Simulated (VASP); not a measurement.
Here is a VASP 6.6.1 calculation.

INCAR

```
SYSTEM = Si4N
PREC = Accurate ; ENCUT = 520
EDIFF = 1E-7 ; ISMEAR = 0
SIGMA = 0.1 ; LREAL = .FALSE.
LASPH = .TRUE. ; NELM = 60
ALGO = Normal ; ISIF = 2
LWAVE = .FALSE. ; LCHARG = .FALSE.
GGA = PE ; NBANDS = 18
```

File KPOINTS:

```
Automatic mesh
0
G
  12 12 12
  0 0 0
```

File POSCAR:

```
Si4N
1.0
   -1.9908531228      2.8380902520      3.6311035619
    1.9908531228     -2.8380902520      3.6311035619
    1.9908531228      2.8380902520     -3.6311035619
Si N
4 1
Direct
    0.5681927428      0.8372342936      0.7309584491
    0.8937241555      0.1627657064      0.7309584491
    0.1062758445      0.8372342936      0.2690415509
    0.4318072572      0.1627657064      0.2690415509
    0.0000000000      0.0000000000      0.0000000000
```

Potentials or basis: VASP PAW PBE potentials, release 64 (Si, N).

Launch:

```sh
$ cat potpaw_PBE.64/Si/POTCAR potpaw_PBE.64/N/POTCAR > POTCAR
$ mpirun -np 1 vasp_std > vasp.out
```

Q: What does it give for the band gap on the k mesh?

A: Zero (an odd number of electrons rules out a gap without spin polarisation).

Q: Estimate the pressure.

A: -0.1 GPa.

Forces on the atoms (eV/Å):
```
Si   0.000 -0.003 -0.002
Si   0.000 -0.003  0.002
Si   0.000  0.003 -0.002
Si   0.000  0.003  0.002
N    0.000  0.000  0.000
```
